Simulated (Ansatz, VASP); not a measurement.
# One calculation of SiC, two programs

The input INCAR:

```
PREC = Accurate ; ENCUT = 520
EDIFF = 1E-6 ; ISMEAR = -1
SIGMA = 0.05 ; LREAL = F
LASPH = T ; NELM = 80
ALGO = Normal ; ISIF = 2
LWAVE = F ; LCHARG = T
LELF = T ; LVHAR = T
NBANDS = 16
```

The input KPOINTS:

```
Automatic mesh
0
Gamma
  10 10 5
```

File POSCAR:

```
SiC
1.0
    3.0760000000      0.0000000000      0.0000000000
   -1.5380000000      2.6638941420      0.0000000000
    0.0000000000      0.0000000000      5.0480000000
Si C
2 2
Direct
    0.6666666667      0.3333333333      0.5000000000
    0.3333333333      0.6666666667      0.0000000000
    0.6666666667      0.3333333333      0.8850000000
    0.3333333333      0.6666666667      0.3850000000
```

File input.yaml:

```yaml
crystal:
  lattice:
    - [3.076, 0.0, 0.0]
    - [-1.538, 2.663894142, 0.0]
    - [0.0, 0.0, 5.048]
  atoms:
    - { symbol: Si, position: [0.6666666667, 0.3333333333, 0.5] }
    - { symbol: Si, position: [0.3333333333, 0.6666666667, 0.0] }
    - { symbol: C, position: [0.6666666667, 0.3333333333, 0.885] }
    - { symbol: C, position: [0.3333333333, 0.6666666667, 0.385] }
kpoints:
  mp_grid: { grid: [10, 10, 5] }
  band_path:
    path:
      - [0.0, 0.0, 0.0]
      - [0.5, 0.0, 0.0]
      - [0.3333333333, 0.3333333333, 0.0]
      - [0.0, 0.0, 0.0]
      - [0.0, 0.0, 0.5]
      - [0.5, 0.0, 0.5]
      - [0.3333333333, 0.3333333333, 0.5]
      - [0.0, 0.0, 0.5]
    npoints: 8
scf:
  occupations: { method: fermi_dirac, width: 0.05 }
hamiltonian:
  xc: lda
  pseudopotentials: { kind: all_electron, lapw: { basis_error: 0.002 } }
output:
  forces: true
  stress: true
  eigenvalues: true
```

Alike in both runs: functional LDA; k mesh 10 × 10 × 5; occupations fermi-dirac, width 0.05 eV; no spin polarisation.

|  | VASP | Ansatz |
| --- | --- | --- |
| version | VASP 6.6.1 | Ansatz 0.2.0 |
| potentials or method | VASP PAW LDA potentials, release 64 (Si, C), cutoff 520 eV | all-electron LAPW, scalar-relativistic |
| task | single point | band structure |

|  | VASP | Ansatz | Ansatz less VASP |
| --- | --- | --- | --- |
| gap on the k mesh at the Fermi level (eV) | 2.36 | 2.37 | +0.014 |
| least direct gap on the mesh (eV) | 3.97 | 3.98 | +0.009 |
| pressure (GPa) | -3.6 | -4.0 | -0.39 |
| traceless stress, the component that is largest in VASP (GPa) | -2.84 | -2.81 | +0.030 |
| rms of the force components (eV/Å) | 0.424 | 0.423 | -0.0009 |

LDA's correlation is that of Perdew and Zunger in VASP and of Perdew and Wang (1992) in Ansatz. Atom by atom the forces differ by 0.001 eV/Å (rms over components). Ansatz ran all-electron here, and VASP with PAW potentials.
